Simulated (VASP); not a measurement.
Crystal: ZrIn.

```
CELL_PARAMETERS angstrom
1.61830 0.93433 5.12158
-1.61830 0.93433 5.12158
0.00000 -1.86865 5.12158
ATOMIC_POSITIONS crystal
Zr 0.50000 0.50000 0.50000
In 0.00000 0.00000 0.00000
```

- Program: VASP 6.6.1
- Task: relaxation of volume and atoms at fixed shape
- Functional: PBEsol
- Potentials or basis: VASP PAW PBE potentials, release 64 (Zr_sv, In_d)
- Cutoff: 600 eV
- k mesh: 8 × 8 × 8
- Occupations: fermi-dirac, width 0.1 eV
- Spin: no spin polarisation

At the start: pressure -4.0 GPa; volume 23.23 Å³/atom.

Problem. How do energy, volume and symmetry change on relaxing?

Solution. Over 3 steps the energy falls by 14.0 meV/atom and the volume is 22.17 Å³/atom (-4.6 %); space group R-3m (No. 166, to 0.1 Å) before and after.

Step by step:
| step | energy change (eV) | largest force (eV/Å) | pressure (GPa) | volume (Å³) |
| --- | --- | --- | --- | --- |
| 1 | 0.0000 | 0.0000 | -4.04 | 46.46 |
| 2 | -0.0079 | 0.0000 | 3.95 | 42.64 |
| 3 | -0.0280 | 0.0000 | -0.01 | 44.34 |

Final structure:
```
Zr In
1.0
     1.59322    0.91984    5.04220
    -1.59322    0.91984    5.04220
     0.00000   -1.83969    5.04220
Zr In
1 1
Cartesian
  0.0000 0.0000 7.5633
  0.0000 0.0000 0.0000
```

Caveat: the PAW data sets were made with another functional, which shifts forces and pressure a little.
